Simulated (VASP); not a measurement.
# Ru (P6/mmm) in VASP: a series of runs, part 3 of 3

VASP 6.6.1. Earlier steps stand in the parts before.

### 6 Single point, PBE

File INCAR:

```
PREC = Accurate ; ENCUT = 520
EDIFF = 1E-6 ; ISMEAR = -1
SIGMA = 0.1 ; LREAL = False
LASPH = True ; NELM = 100
ALGO = Normal ; ISIF = 2
LWAVE = False ; LCHARG = True
GGA = PE ; LELF = True
LVHAR = True ; NBANDS = 28
```

File KPOINTS:

```
Automatic mesh
0
Gamma
  10 10 13
```

File POSCAR:

```
Ru
1.0
    4.2696732638      0.0000000000      0.0000000000
   -2.1348366319      3.6976455123      0.0000000000
    0.0000000000      0.0000000000      2.6831934033
Ru
3
Direct
    0.0000000000      0.0000000000      0.0000000000
    0.3333333333      0.6666666667      0.5000000000
    0.6666666667      0.3333333333      0.5000000000
```

Potentials or basis: VASP PAW PBE potentials, release 64 (Ru_pv).

The run is started by

```bash
> cat potpaw_PBE.64/Ru_pv/POTCAR > POTCAR
> mpirun -np 1 vasp_std > vasp.out
```

OUTCAR:

```text
PREC = Accurate
   ENCUT = 520
   EDIFF = 1E-6
   ISMEAR = -1
   LREAL = False
   LASPH = True
   NELM = 100
   ISIF = 2
   GGA = PE

 ion  position               nearest neighbor table
   1  0.000  0.000  0.000-   2 2.81   3 2.81   2 2.81   3 2.81   2 2.81   2 2.81   3 2.81   3 2.81
                             3 2.81   3 2.81   2 2.81   2 2.81
   2  0.333  0.667  0.500-   3 2.47   3 2.47   3 2.47   1 2.81   1 2.81   1 2.81   1 2.81   1 2.81
                             1 2.81
   3  0.667  0.333  0.500-   2 2.47   2 2.47   2 2.47   1 2.81   1 2.81   1 2.81   1 2.81   1 2.81
                             1 2.81

  LATTYP: Found a hexagonal cell.
 ALAT       =     4.2696732638
 C/A-ratio  =     0.6284306169

  Lattice vectors:

 A1 = (   4.2696732638,   0.0000000000,   0.0000000000)
 A2 = (  -2.1348366319,   3.6976455123,   0.0000000000)
 A3 = (   0.0000000000,   0.0000000000,   2.6831934033)

Analysis of symmetry for initial positions (statically):
=====================================================================
 Subroutine PRICEL returns:
 Original cell was already a primitive cell.

 Routine SETGRP: Setting up the symmetry group for a
 hexagonal supercell.

 Subroutine GETGRP returns: Found 24 space group operations
 (whereof 24 operations were pure point group operations)
 out of a pool of 24 trial point group operations.

The static configuration has the point symmetry D_6h.

Analysis of symmetry for dynamics (positions and initial velocities):
=====================================================================
 Subroutine PRICEL returns:
 Original cell was already a primitive cell.

 Routine SETGRP: Setting up the symmetry group for a
 hexagonal supercell.

 Subroutine GETGRP returns: Found 24 space group operations
 (whereof 24 operations were pure point group operations)
 out of a pool of 24 trial point group operations.

The dynamic configuration has the point symmetry D_6h.

 Subroutine INISYM returns: Found 24 space group operations
 (whereof 24 operations are pure point group operations),
 and found     1 'primitive' translations

----------------------------------------------------------------------------------------

                                     Primitive cell

  volume of cell :      42.3616

  direct lattice vectors                    reciprocal lattice vectors
     4.269673264  0.000000000  0.000000000     0.234209959  0.135221183  0.000000000
    -2.134836632  3.697645512  0.000000000     0.000000000  0.270442366  0.000000000
     0.000000000  0.000000000  2.683193403     0.000000000  0.000000000  0.372690242

  length of vectors
     4.269673264  4.269673264  2.683193403     0.270442366  0.270442366  0.372690242

  position of ions in fractional coordinates (direct lattice)
     0.000000000  0.000000000  0.000000000
     0.333333333  0.666666667  0.500000000
     0.666666667  0.333333333  0.500000000

  ion indices of the primitive-cell ions
   primitive index   ion index
                 1           1
                 2           2
                 3           3

----------------------------------------------------------------------------------------

 KPOINTS: Automatic mesh

Automatic generation of k-mesh.
 Grid dimensions read from file:
 generate k-points for:   10   10   13

 Generating k-lattice:

  Cartesian coordinates                     Fractional coordinates (reciprocal lattice)
     0.023420996  0.013522118  0.000000000     0.100000000 -0.000000000  0.000000000
     0.000000000  0.027044237  0.000000000     0.000000000  0.100000000  0.000000000
     0.000000000  0.000000000  0.028668480     0.000000000  0.000000000  0.076923077

  Length of vectors
     0.027044237  0.027044237  0.028668480

  Shift w.r.t. Gamma in fractional coordinates (k-lattice)
     0.000000000  0.000000000  0.000000000

 Subroutine IBZKPT returns following result:
 ===========================================

 Found     98 irreducible k-points:

 Following reciprocal coordinates:
            Coordinates               Weight
  0.000000  0.000000  0.000000      1.000000
  0.100000  0.000000  0.000000      6.000000
  0.200000  0.000000  0.000000      6.000000
  0.300000 -0.000000  0.000000      6.000000
  0.400000 -0.000000  0.000000      6.000000
  0.500000  0.000000  0.000000      3.000000
[... 16 lines left out ...]
  0.300000  0.100000  0.076923     24.000000
  0.400000  0.100000  0.076923     24.000000
 [... further k-points ...]
   k-points           NKPTS =     98   k-points in BZ     NKDIM =     98   number of bands    NBANDS=     28
   number of dos      NEDOS =    301   number of ions     NIONS =      3
   total plane-waves  NPLWV =  20480
   dimension x,y,z NGX =    32 NGY =   32 NGZ =   20
   dimension x,y,z NGXF=    64 NGYF=   64 NGZF=   40
   ions per type =               3
   NGX,Y,Z   is equivalent  to a cutoff of  12.46, 12.46, 12.39 a.u.
   NGXF,Y,Z  is equivalent  to a cutoff of  24.92, 24.92, 24.78 a.u.
 SYSTEM =  unknown system
   PREC   = accura    normal or accurate (medium, high low for compatibility)
   ISTART =      0    job   : 0-new  1-cont  2-samecut
   ICHARG =      2    charge: 1-file 2-atom 10-const
   ISPIN  =      1    spin polarized calculation?
   LNONCOLLINEAR =      F non collinear calculations
   LSORBIT =      F    spin-orbit coupling
   LASPH  =      T    aspherical Exc in radial PAW
   ENCUT  =  520.0 eV  38.22 Ry    6.18 a.u.   7.94  7.94  4.99*2*pi/ulx,y,z
   NELM   =    100;   NELMIN=  2; NELMDL= -5     # of ELM steps
   EDIFF  = 0.1E-05   stopping-criterion for ELM
   LREAL  =      F    real-space projection
   EDIFFG = 0.1E-04   stopping-criterion for IOM
   NSW    =      0    number of steps for IOM
   IBRION =     -1    ionic relax: 0-MD 1-quasi-New 2-CG
   NFREE  =      0    steps in history (QN), initial steepest desc. (CG)
   ISIF   =      2    stress and relaxation
   ISYM   =      2    0-nonsym 1-usesym 2-fastsym
   POTIM  = 0.5000    time-step for ionic-motion
   TEBEG  =    0.0;   TEEND  =   0.0 temperature during run
   PSTRESS=    0.0 pullay stress
   NELECT =      42.0000    total number of electrons
   NUPDOWN=      -1.0000    fix difference up-down
   EMIN   =  10.00;   EMAX   =-10.00  energy-range for DOS
   EFERMI =   0.00;   METHOD = LEGACY
   ISMEAR =    -1;   SIGMA  =   0.10  broadening in eV -4-tet -1-fermi 0-gaus
   EFERMI_NEDOS =   21; number of points for ismear=-14 and -15
   IALGO  =     38    algorithm
   IMIX   =      4    mixing-type and parameters
     AMIX     =   0.40;   BMIX     =  1.00
     AMIX_MAG =   1.60;   BMIX_MAG =  1.00
  volume/ion in A,a.u.               =      14.12        95.29
  Fermi-wavevector in a.u.,A,eV,Ry     =   1.632428  3.084841 36.257081  2.664820
  Thomas-Fermi vector in A             =   2.724400
   LORBIT       =      0    0 simple, 1 ext, 2 COOP (PROOUT), +10 PAW based schemes
   GGA     = PE    functional components
   LHFCALC =     F    Hartree Fock is set to
   AEXX    =    0.0000 exact exchange contribution
   IVDW    =     0    specifies the selected vdW correction
   LEPSILON=     F    determine dielectric tensor
   LRPA    =     F    only Hartree local field effects (RPA)
 non-spin polarized calculation
  energy-cutoff  :      520.00
  volume of cell :       42.36
 maximum number of plane-waves:      1160
 NGX is ok and might be reduce to    32
   NGX = 15   NGY = 15   NGZ =  9

 number of electron      42.0000006 magnetization

 Free energy of the ion-electron system (eV)
  ---------------------------------------------------
  ext. energy  EPLUGINS =         0.00000000
  ---------------------------------------------------
  free energy    TOTEN  =       -26.98595077 eV

  energy without entropy =      -26.86834144  energy(sigma->0) =      -26.92714610

 E-fermi :  12.3156     XC(G=0): -13.8586

 val. band max:       12.3012870681   @ k =   0.5000   0.0000   0.3077
 cond. band min:      12.3196536439   @ k =   0.1000   0.0000   0.2308
 fundamental gap:      0.0183665758
 Fermi energy:        12.3156437420

 k-point     1 :       0.0000    0.0000    0.0000
  band No.  band energies     occupation
      1     -31.2453      2.00000
      2     -31.2453      2.00000
      3     -30.8563      2.00000
      4     -30.8563      2.00000
      5     -30.5882      2.00000
      6     -30.3428      2.00000
[... 20 lines left out ...]
     27      21.5480      0.00000
[... 691 lines left out ...]
      6     -30.4840      2.00000
[... 20 lines left out ...]
     27      14.8893      0.00000
     28      22.6817      0.00000

 [... further k-points ...]

------------------------ aborting loop because EDIFF is reached ----------------------------------------

  FORCE on cell =-STRESS in cart. coord.  units (eV):
  Direction    XX          YY          ZZ          XY          YZ          ZX
  --------------------------------------------------------------------------------------
  -------------------------------------------------------------------------------------
  Total       -0.0413162     -0.0413162      0.0604123      0.0000000      0.0000000      0.0000000
  in kB       -1.5626399     -1.5626399      2.2848818      0.0000000      0.0000000      0.0000000
  external PRESSURE =      -0.2801327 kB  Pullay stress =       0.0000000 kB

 VOLUME and BASIS-vectors are now :
 -----------------------------------------------------------------------------
  energy-cutoff  :      520.00
  volume of cell :       42.36
      direct lattice vectors                 reciprocal lattice vectors
     4.269673264  0.000000000  0.000000000     0.234209959  0.135221183  0.000000000
    -2.134836632  3.697645512  0.000000000     0.000000000  0.270442366  0.000000000
     0.000000000  0.000000000  2.683193403     0.000000000  0.000000000  0.372690242

 POSITION                                       TOTAL-FORCE (eV/Angst)
 -----------------------------------------------------------------------------------
      0.00000      0.00000      0.00000        -0.000000      0.000000      0.000000
     -0.00000      2.46510      1.34160        -0.000000      0.000000      0.000000
      2.13484      1.23255      1.34160         0.000000      0.000000      0.000000
 -----------------------------------------------------------------------------------
    total drift:                               -0.000000      0.000000      0.000000

  FREE ENERGIE OF THE ION-ELECTRON SYSTEM (eV)
  ---------------------------------------------------
  free  energy   TOTEN  =       -26.9859507672 eV

  energy  without entropy=      -26.8683414384  energy(sigma->0) =      -26.92714610
```

OSZICAR:

```text
N       E                     dE             d eps       ncg     rms          rms(c)
DAV:   1     0.478244274038E+03    0.47824E+03   -0.25346E+04  5496   0.164E+03
DAV:   2    -0.158218284412E+02   -0.49407E+03   -0.48252E+03  5784   0.505E+02
DAV:   3    -0.287397622633E+02   -0.12918E+02   -0.12631E+02  5960   0.887E+01
DAV:   4    -0.288856255003E+02   -0.14586E+00   -0.14573E+00  6864   0.863E+00
DAV:   5    -0.288884251304E+02   -0.27996E-02   -0.27994E-02  6144   0.110E+00    0.205E+01
DAV:   6    -0.271956039770E+02    0.16928E+01   -0.54126E+00  5952   0.193E+01    0.642E+00
DAV:   7    -0.278827481096E+02   -0.68714E+00   -0.65900E+00  5952   0.223E+01    0.875E+00
DAV:   8    -0.269932475274E+02    0.88950E+00   -0.34553E+00  5880   0.110E+01    0.124E+00
DAV:   9    -0.269860973972E+02    0.71501E-02   -0.32522E-02  6140   0.136E+00    0.210E-01
DAV:  10    -0.269859503505E+02    0.14705E-03   -0.19335E-03  6648   0.384E-01    0.576E-02
DAV:  11    -0.269859484134E+02    0.19371E-05   -0.52471E-05  6504   0.638E-02    0.223E-02
DAV:  12    -0.269859515243E+02   -0.31110E-05   -0.46474E-06  5292   0.197E-02    0.355E-03
DAV:  13    -0.269859507672E+02    0.75713E-06   -0.42294E-07  3824   0.676E-03
   1 F= -.26985951E+02 E0= -.26927146E+02  d E =-.117609E+00
```

Run time: 82 s. Hardware: 1 thread of Intel Xeon 6975P-C, shared host; peak memory 0.21 GiB.

Results:

```
Free energy            : -26.9860 eV
Pressure               : 0.0 GPa
Band gap on the k mesh : zero (band 21 reaches 13.30 eV, above the bottom of band 22 at 11.02 eV)
```

Levels at points of the mesh, in eV from the Fermi level:
```csv
k point,band 18,band 19,band 20,band 21,band 22,band 23,band 24,band 25
"(0.00, 0.00, 0.00)",-2.07,-2.07,-1.40,-1.40,-1.29,-1.29,1.63,1.63
"(0.50, 0.00, 0.00)",-2.44,-1.15,-1.07,0.38,0.77,0.80,0.81,1.27
```

### 7 Summary

```csv
cell,k mesh,gap on the mesh (eV),pressure (GPa)
"a = 4.270, b = 4.270, c = 2.683 Å, angles 90.0, 90.0, 120.0°, 3 atoms",9 × 9 × 12,none,0.0
"a = 4.092, b = 4.092, c = 2.571 Å, angles 90.0, 90.0, 120.0°, 3 atoms",10 × 10 × 13,none,51.1
"a = 4.153, b = 4.153, c = 2.610 Å, angles 90.0, 90.0, 120.0°, 3 atoms",10 × 10 × 13,none,29.9
"a = 4.212, b = 4.212, c = 2.647 Å, angles 90.0, 90.0, 120.0°, 3 atoms",10 × 10 × 13,none,13.2
"a = 4.270, b = 4.270, c = 2.683 Å, angles 90.0, 90.0, 120.0°, 3 atoms",10 × 10 × 13,none,0.0
```

Alike in all rows: task single point; level PBE; potentials or basis VASP PAW PBE potentials, release 64 (Ru_pv); no spin polarisation; cutoff (eV) 520; smearing fermi-dirac 0.1 eV.

Total energies depend on the potentials used, so only differences within one code and one set of settings carry meaning.
